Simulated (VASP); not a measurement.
Write the native input for VASP 6.6.1 that does the following.

```
Task                   : single point
Functional             : PBEsol
Potentials or basis    : VASP PAW PBE potentials, release 64 (Ir)
Cutoff                 : 520 eV
k mesh                 : 11 × 11 × 1
Occupations            : fermi-dirac, width 0.05 eV
Spin                   : no spin polarisation
Dipole correction      : yes
Further INCAR settings : ALGO = Normal; EDIFF = 1e-06; NBANDS = 10
```

The structure of Ir lies in POSCAR:

```
Ir
1.0
    2.4518400000      0.0000000000      0.0000000000
    0.0000000000      2.4518400000      0.0000000000
    0.0000000000      0.0000000000     23.8000000000
Ir
1
Direct
    0.0000000000      0.0000000000      0.2941200000
```

The input as run:

INCAR

```
PREC = Accurate
ENCUT = 520
EDIFF = 1E-6
ISMEAR = -1
SIGMA = 0.05
LREAL = F
LASPH = T
NELM = 60
ALGO = Normal
ISIF = 2
LWAVE = F
LCHARG = T
LDIPOL = T
IDIPOL = 3
DIPOL = 0.5 0.5 0.294
GGA = PS
LELF = T
LVHAR = T
LVACPOTAV = T
NBANDS = 10
```

KPOINTS

```
Automatic mesh
0
Gamma
  11 11 1
```

Potentials or basis: VASP PAW PBE potentials, release 64 (Ir).

Command:

```sh
$ cat potpaw_PBE.64/Ir/POTCAR > POTCAR
$ mpirun -np 1 vasp_std > vasp.out
```

It took 24 s on 1 thread of AMD EPYC 9R14 (Zen 4) (shared host), peak memory 0.2 GiB.
